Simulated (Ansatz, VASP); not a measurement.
FeCo2: VASP beside Ansatz

INCAR

```
SYSTEM = FeCo2
  PREC = Accurate
  ENCUT = 520
  EDIFF = 1E-7
  ISMEAR = 0
  SIGMA = 0.1
  LREAL = .False.
  LASPH = .True.
  NELM = 150
  ALGO = Normal
  ISIF = 2
  LWAVE = .False.
  LCHARG = .False.
  ISPIN = 2
  MAGMOM = 2.75 1.93 1.93
  LORBIT = 11
  LMAXMIX = 4
  GGA = PE
  NBANDS = 24
```

Contents of KPOINTS:

```
Automatic mesh
0
Gamma
  6 6 4
  0 0 0
```

The input POSCAR:

```
FeCo2
1.0
    2.5086877000      0.0000000000      0.0000000000
   -1.2543438000      2.1725872000      0.0000000000
    0.0000000000      0.0000000000      6.1826647000
Fe Co
1 2
Direct
    0.0000000000      0.0000000000      0.5000000000
    0.6666667000      0.3333333000      0.8381540000
    0.3333333000      0.6666667000      0.1618460000
```

Input for Ansatz:

```yaml
crystal:
  lattice:
    - [2.5086877, 0.0, 0.0]
    - [-1.2543438, 2.1725872, 0.0]
    - [0.0, 0.0, 6.1826647]
  atoms:
    - { symbol: Fe, position: [0.0, 0.0, 0.5], spin: 2.75 }
    - { symbol: Co, position: [0.6666667, 0.3333333, 0.838154], spin: 1.93 }
    - { symbol: Co, position: [0.3333333, 0.6666667, 0.161846], spin: 1.93 }
basis:
  ecutwfc: 420
kpoints:
  mp_grid: { grid: [6, 6, 4] }
hamiltonian:
  xc: pbe
scf:
  occupations: { method: gaussian, width: 0.1 }
  lower_state_search: "off"
output:
  forces: true
  stress: true
  eigenvalues: true
  populations: true
magnetization:
  spin_polarized: true
```

Alike in both runs: task single point; functional PBE; k mesh 6 × 6 × 4; occupations gaussian, width 0.1 eV; collinear spin.

|  | VASP | Ansatz |
| --- | --- | --- |
| version | VASP 6.6.1 | Ansatz 0.2.0 |
| potentials or method | VASP PAW PBE potentials, release 64 (Fe, Co), cutoff 520 eV | scalar-relativistic, plane waves, PAW |
| valence electrons in the cell | 26 | 50 |

```tsv
	VASP	Ansatz	Ansatz less VASP
gap on the k mesh at the Fermi level (eV)	none	none	-
pressure (GPa)	-0.2	0.3	+0.47
traceless stress, the component that is largest in VASP (GPa)	2.41	2.46	+0.051
rms of the force components (eV/Å)	0.004	0.007	+0.0034
net moment per atom (μB)	1.97	1.97	+0.002
size of the moment on the site where the two differ most (μB)	1.70	1.76	+0.065
```

Site moments also hang on the region over which each program counts them. Atom by atom the forces differ by 0.003 eV/Å (rms over components). A gap of «none» marks a metal or a gap that the smearing closes. The functional is the same, so the differences come from potentials, cutoffs and numerics. VASP's potentials hold 26 valence electrons a cell and Ansatz's 50, so a difference there can come from the potentials and not from the codes.

The k mesh is coarse, so the values compare programs but aren't converged.
